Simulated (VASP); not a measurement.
Wanted: the native input for a VASP 6.6.1 run.

* Task: single point
* Functional: PBE
* Dispersion: D3(BJ)
* Potentials or basis: VASP PAW PBE potentials, release 64 (Al)
* Cutoff: 520 eV
* k mesh: 18 × 18 × 4
* Occupations: gaussian, width 0.15 eV
* Spin: no spin polarisation
* Dipole correction: no
* Further INCAR settings: ALGO = Fast; EDIFF = 1e-06; NBANDS = 14

The structure of Al lies in POSCAR:

```
Al
1.0
    2.8144222649      0.0000000000      0.0000000000
   -1.4072111325      2.4373611784      0.0000000000
    0.0000000000      0.0000000000      9.2410470711
Al
4
Direct
   -0.1161964254     -0.1245199122      0.0000000000
    0.3333333333      0.6666666667      0.2500000000
    0.1161964254      0.1245199122      0.5000000000
    0.6666666667      0.3333333333      0.7500000000
```

This cell differs from its parent crystal: atoms displaced along a vibrational mode.

These files were run (other wordings do the same):

INCAR

```
SYSTEM = Al
ALGO = Fast
EDIFF = 1E-6
ENCUT = 520
GGA = PE
ISIF = 2
ISMEAR = 0
IVDW = 12
LASPH = .TRUE.
LCHARG = .TRUE.
LELF = .TRUE.
LREAL = .FALSE.
LVHAR = .TRUE.
LWAVE = .FALSE.
NBANDS = 14
NELM = 100
PREC = Accurate
SIGMA = 0.15
```

KPOINTS

```
k-points
0
G
  18 18 4
  0 0 0
```

Potentials or basis: VASP PAW PBE potentials, release 64 (Al).

Command:

```console
$ cat potpaw_PBE.64/Al/POTCAR > POTCAR
$ mpirun -np 1 vasp_std > vasp.out
```

It gave:

```
Pressure                   : 1.0 GPa
Largest force              : 0.291 eV/Å
Band gap on the k mesh     : zero (bands 6 and 7 overlap by 5.55 eV)
Dispersion energy per atom : -0.351 eV
```

Caveat: the cell differs from its parent crystal (atoms displaced along a vibrational mode).

It took 8.3 min on 1 thread of Intel Xeon 8259CL, with other jobs on the host, peak memory 0.45 GiB.
